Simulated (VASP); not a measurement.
Crystal: TaAl5Au.

```
CELL_PARAMETERS angstrom
4.23534 0.00000 0.00000
0.00000 4.23534 0.00000
0.00000 0.00000 6.76319
ATOMIC_POSITIONS crystal
Ta 0.00000 0.00000 0.00000
Al 0.00000 0.50000 0.27196
Al 0.00000 0.50000 0.72804
Al 0.50000 0.00000 0.27196
Al 0.50000 0.00000 0.72804
Al 0.50000 0.50000 0.00000
Au 0.00000 0.00000 0.50000
```

```yaml
Program: VASP 6.6.1
Task: relaxation of cell and atoms
Functional: PBE
Potentials_or_basis: VASP PAW PBE potentials, release 64 (Ta_pv, Al, Au)
Cutoff: 600 eV
k_mesh: 10 × 10 × 6
Occupations: gaussian, width 0.1 eV
Spin: no spin polarisation
```

At the start: pressure 0.0 GPa; volume 17.33 Å³/atom.

Question: Where does the relaxation end?

Answer: Over 30 steps the energy falls by 43.3 meV/atom and the volume is 17.30 Å³/atom (-0.2 %); space group P4/mmm (No. 123, to 0.05 Å).

The path:
```csv
step,energy change (eV),largest force (eV/Å),pressure (GPa),volume (Å³)
1,0.0000,0.0210,0.01,121.32
2,-0.0004,0.0140,-0.01,121.34
3,-0.0013,0.0071,-0.08,121.38
4,-0.0023,0.0486,-0.20,121.47
5,-0.0054,0.1271,-0.39,121.62
6,-0.0453,0.2762,-0.66,121.80
7,-0.0851,0.7597,-0.48,121.72
8,-0.0953,0.5153,-0.71,121.82
9,-0.0995,0.5969,-0.68,121.80
10,-0.0995,0.5977,-0.67,121.80
11,-0.0996,0.5999,-0.67,121.80
12,-0.0998,0.6043,-0.67,121.81
13,-0.1000,0.6133,-0.68,121.82
14,-0.1002,0.6311,-0.68,121.84
15,-0.1005,0.6307,-0.68,121.83
16,-0.1014,0.6292,-0.67,121.82
17,-0.1032,0.6266,-0.66,121.80
18,-0.1068,0.6208,-0.63,121.75
19,-0.1138,0.6096,-0.53,121.65
20,-0.1274,0.5870,-0.38,121.47
21,-0.1525,0.5421,-0.07,121.09
22,-0.1949,0.4530,0.55,120.32
23,-0.2474,0.2779,2.02,118.77
24,-0.2077,0.0872,5.68,115.57
25,-0.2569,0.1585,3.07,117.77
26,-0.2811,0.1091,2.01,118.83
27,-0.3025,0.0193,-0.04,121.06
28,-0.3026,0.0133,-0.19,121.23
29,-0.3028,0.0086,-0.13,121.19
30,-0.3030,0.0035,-0.01,121.08
```

Final structure:
```
Ta Al Au
1.0
     3.91376    0.00000    0.00000
     0.00000    3.91376    0.00000
     0.00000    0.00000    7.90434
Ta Al Au
1 5 1
Cartesian
  0.0000 3.9138 0.0000
  0.0000 1.9569 2.1181
  3.9138 1.9569 5.7863
  1.9569 0.0000 2.1181
  1.9569 0.0000 5.7863
  1.9569 1.9569 0.0000
  0.0000 3.9138 3.9522
```
